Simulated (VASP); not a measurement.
The system is BN.

```xyz
2
Lattice="0.0000 1.7823 1.7823 1.7823 0.0000 1.7823 1.7823 1.7823 0.0000" Properties=species:S:1:pos:R:3 pbc="T T T"
N     0.8911    0.8911    0.8911
B     0.0000    0.0000    0.0000
```

| Property | Result |
| --- | --- |
| Program | VASP 6.6.1 |
| Task | relaxation of cell and atoms |
| Functional | HSE06 |
| Potentials or basis | VASP PAW PBE potentials, release 64 (N, B) |
| Cutoff | 600 eV |
| k mesh | 6 × 6 × 6 |
| Occupations | gaussian, width 0.03 eV |
| Spin | no spin polarisation |

At the start: pressure 11.8 GPa; volume 5.66 Å³/atom.

Task: How do energy, volume and symmetry change on relaxing?

Result: Over 4 steps the energy falls by 6.1 meV/atom and the volume is 5.82 Å³/atom (+2.8 %); space group F-43m (No. 216, to 0.1 Å) before and after.

The path:
```csv
step,energy change (eV),largest force (eV/Å),pressure (GPa),volume (Å³)
1,0.0000,0.0000,11.80,11.32
2,0.0034,0.0000,-12.23,12.02
3,-0.0115,0.0000,-0.08,11.64
4,-0.0121,0.0000,-0.08,11.64
```

Final structure:
```cif
data_structure
_symmetry_space_group_name_H-M 'P 1'
_symmetry_Int_Tables_number 1
_cell_length_a 2.5440
_cell_length_b 2.5440
_cell_length_c 2.5440
_cell_angle_alpha 60.000
_cell_angle_beta 60.000
_cell_angle_gamma 60.000
_cell_volume 11.64
loop_
_atom_site_label
_atom_site_type_symbol
_atom_site_fract_x
_atom_site_fract_y
_atom_site_fract_z
_atom_site_occupancy
N1 N 0.25000 0.25000 0.25000 1
B1 B 0.00000 0.00000 0.00000 1
```

Where two steps share one volume, the run began anew on that cell with a basis built for it.

Caveat: the k points lie up to 0.50 Å⁻¹ apart in the final cell; the PAW data sets were made with another functional, which shifts forces and pressure a little.
